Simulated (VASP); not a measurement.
# Cd3NiO (P6/mmm) in VASP: notebook, part 2 of 2

VASP 6.6.1. The steps go on from the part before.

**4. Single point, PBE, collinear spin, ferromagnetic start**

This run uses another cell than the first one, of 21.99 Å³/atom.

INCAR reads:

```
SYSTEM = Cd3NiO
PREC = Accurate ; ENCUT = 520
EDIFF = 1E-6 ; ISMEAR = 0
SIGMA = 0.1 ; LREAL = .FALSE.
LASPH = .TRUE. ; NELM = 150
ALGO = Normal ; ISIF = 2
LWAVE = .FALSE. ; LCHARG = .FALSE.
ISPIN = 2 ; MAGMOM = 0 0 0 2 0
LORBIT = 11 ; LMAXMIX = 4
GGA = PE ; NBANDS = 38
```

KPOINTS reads:

```
Automatic mesh
0
G
  6 6 4
  0 0 0
```

POSCAR reads:

```
Cd3NiO
1.0
    4.4580574600      0.0000000000      0.0000000000
   -2.2290287300      3.8607910100      0.0000000000
    0.0000000000      0.0000000000      6.3868823200
Cd Ni O
3 1 1
Direct
    0.5000000000      0.0000000000      0.5000000000
    0.0000000000      0.5000000000      0.5000000000
    0.5000000000      0.5000000000      0.5000000000
    0.0000000000      0.0000000000      0.5000000000
    0.0000000000      0.0000000000      0.0000000000
```

Potentials or basis: VASP PAW PBE potentials, release 64 (Cd, Ni, O).

On the command line:

```sh
$ cat potpaw_PBE.64/Cd/POTCAR potpaw_PBE.64/Ni/POTCAR potpaw_PBE.64/O/POTCAR > POTCAR
$ mpirun -np 1 vasp_std > vasp.out
```

OUTCAR:

```text
SYSTEM = Cd3NiO
   PREC = Accurate
   ENCUT = 520
   EDIFF = 1E-6
   ISMEAR = 0
   LREAL = .FALSE.
   LASPH = .TRUE.
   NELM = 150
   ISIF = 2
   ISPIN = 2
   LORBIT = 11
   GGA = PE

 ion  position               nearest neighbor table
   1  0.500  0.000  0.500-   2 2.23   3 2.23   3 2.23   2 2.23   4 2.23   4 2.23
   2  0.000  0.500  0.500-   1 2.23   4 2.23   4 2.23   1 2.23   3 2.23   3 2.23
   3  0.500  0.500  0.500-   1 2.23   4 2.23   1 2.23   4 2.23   2 2.23   2 2.23
   4  0.000  0.000  0.500-   2 2.23   3 2.23   2 2.23   3 2.23   1 2.23   1 2.23
   5  0.000  0.000  0.000-

  LATTYP: Found a hexagonal cell.
 ALAT       =     4.4580574600
 C/A-ratio  =     1.4326603857

  Lattice vectors:

 A1 = (   4.4580574600,   0.0000000000,   0.0000000000)
 A2 = (  -2.2290287300,   3.8607910100,   0.0000000000)
 A3 = (   0.0000000000,   0.0000000000,   6.3868823200)
[... 1929 lines left out ...]

  FORCE on cell =-STRESS in cart. coord.  units (eV):
  Direction    XX          YY          ZZ          XY          YZ          ZX
  --------------------------------------------------------------------------------------
  -------------------------------------------------------------------------------------
  Total       75.7359148     75.7359147     -3.8664277      0.0000000      0.0000000      0.0000000
  in kB     1103.8284629   1103.8284618    -56.3520346      0.0000000      0.0000000      0.0000000
  external PRESSURE =     717.1016300 kB  Pullay stress =       0.0000000 kB

 VOLUME and BASIS-vectors are now :
 -----------------------------------------------------------------------------
  energy-cutoff  :      520.00
  volume of cell :      109.93
      direct lattice vectors                 reciprocal lattice vectors
     4.458057460  0.000000000  0.000000000     0.224312945  0.129507140  0.000000000
    -2.229028730  3.860791010  0.000000000     0.000000000  0.259014279  0.000000000
     0.000000000  0.000000000  6.386882320     0.000000000  0.000000000  0.156570914

 POSITION                                       TOTAL-FORCE (eV/Angst)
 -----------------------------------------------------------------------------------
      2.22903      0.00000      3.19344         0.000000      0.000000      0.000000
     -1.11451      1.93040      3.19344        -0.000000      0.000000      0.000000
      1.11451      1.93040      3.19344         0.000000      0.000000      0.000000
      0.00000      0.00000      3.19344        -0.000000      0.000000      0.000000
      0.00000      0.00000      0.00000        -0.000000      0.000000      0.000000
 -----------------------------------------------------------------------------------
    total drift:                                0.000000      0.000000      0.000000

  FREE ENERGIE OF THE ION-ELECTRON SYSTEM (eV)
  ---------------------------------------------------
  free  energy   TOTEN  =         3.8752228245 eV

  energy  without entropy=        3.9074900159  energy(sigma->0) =        3.89135642

 total charge

# of ion       s       p       d       tot
------------------------------------------
    1        0.790   0.773   9.617  11.180
    2        0.790   0.773   9.617  11.180
    3        0.790   0.773   9.617  11.180
    4        0.654   0.592   8.766  10.012
    5        1.609   3.032   0.000   4.641
--------------------------------------------------
tot          4.634   5.943  37.616  48.193

 magnetization (x)

# of ion       s       p       d       tot
------------------------------------------
    1        0.002   0.000  -0.002   0.000
    2        0.002   0.000  -0.002   0.000
    3        0.002   0.000  -0.002   0.000
    4        0.010  -0.006   0.102   0.106
    5        0.012   1.132   0.000   1.144
--------------------------------------------------
tot          0.027   1.128   0.096   1.251
```

OSZICAR:

```text
N       E                     dE             d eps       ncg     rms          rms(c)
DAV:   1     0.466633638599E+03    0.46663E+03   -0.25942E+04  3192   0.142E+03
DAV:   2     0.294594382566E+02   -0.43717E+03   -0.41499E+03  3262   0.378E+02
[... 22 lines left out ...]
DAV:  25     0.387522797877E+01   -0.78892E-06   -0.49713E-05  3230   0.419E-02    0.298E-02
DAV:  26     0.387522259857E+01   -0.53802E-05   -0.92999E-06  3066   0.192E-02    0.158E-02
DAV:  27     0.387523048230E+01    0.78837E-05   -0.24988E-05  3188   0.289E-02    0.863E-03
DAV:  28     0.387522364112E+01   -0.68412E-05   -0.37888E-06  2898   0.101E-02    0.549E-03
DAV:  29     0.387522262973E+01   -0.10114E-05   -0.23715E-07  2300   0.345E-03    0.262E-03
DAV:  30     0.387522282449E+01    0.19476E-06   -0.14386E-07  1882   0.208E-03
   1 F= 0.38752228E+01 E0= 0.38913564E+01  d E =-.322672E-01  mag=     1.4861
```

stdout:

```text
POSCAR found type information on POSCAR CdNiO
 POSCAR found :  3 types and       5 ions
 scaLAPACK will be used
 LDA part: xc-table for (Slater+PW92), standard interpolation
 POSCAR, INCAR and KPOINTS ok, starting setup
 FFT: planning ... GRIDC
 FFT: planning ... GRID_SOFT
 FFT: planning ... GRID
 WAVECAR not read
 entering main loop
```

It took 3 min on 1 thread of Intel Xeon 6975P-C (Granite Rapids), shared host; peak memory 0.36 GiB.

What came out:

- Free energy: 3.8752 eV
- Pressure: 71.7 GPa
- Net moment: 1.49 μB per cell
- Site moments: Cd +0.00; Ni +0.11; O +1.14 μB
- Valence electrons inside the program's atomic spheres: Cd 11.18; Ni 10.01; O 4.64

Stress tensor (GPa, compression positive):
```
110.38   0.00   0.00
  0.00 110.38   0.00
  0.00   0.00  -5.64
```

Levels at points of the mesh, in eV from the Fermi level:
Spin up:
| k point | band 24 | band 25 | band 26 | band 27 | band 28 | band 29 | band 30 | band 31 |
| --- | --- | --- | --- | --- | --- | --- | --- | --- |
| (0.00, 0.00, 0.00) | -1.06 | -0.98 | -0.68 | -0.19 | 0.77 | 0.77 | 5.17 | 7.21 |
| (0.50, 0.00, 0.00) | -2.03 | -1.26 | -1.04 | 1.22 | 1.94 | 2.37 | 3.08 | 7.35 |
| (0.00, 0.00, 0.50) | -1.05 | -1.05 | -0.69 | -0.19 | 0.72 | 0.72 | 6.82 | 7.34 |
| (0.50, 0.00, 0.50) | -1.82 | -1.23 | -0.69 | 1.17 | 2.00 | 2.34 | 2.44 | 7.62 |
Spin down:
| k point | band 23 | band 24 | band 25 | band 26 | band 27 | band 28 |
| --- | --- | --- | --- | --- | --- | --- |
| (0.00, 0.00, 0.00) | -0.73 | -0.19 | 0.00 | 0.00 | 0.55 | 0.90 |
| (0.50, 0.00, 0.00) | -0.81 | -0.61 | -0.15 | -0.04 | 1.32 | 1.98 |
| (0.00, 0.00, 0.50) | -1.04 | -0.18 | 0.16 | 0.16 | 0.26 | 0.71 |
| (0.50, 0.00, 0.50) | -1.24 | -0.28 | 0.09 | 0.33 | 1.15 | 2.07 |

Caveat: the stress differs along the axes, from -6 to 110 GPa; a cell with one magnetic atom can't hold antiferromagnetic order, which such compounds often take. With open d or f shells a metallic result of PBE can be an artefact of self-interaction; +U or a hybrid may open a gap.
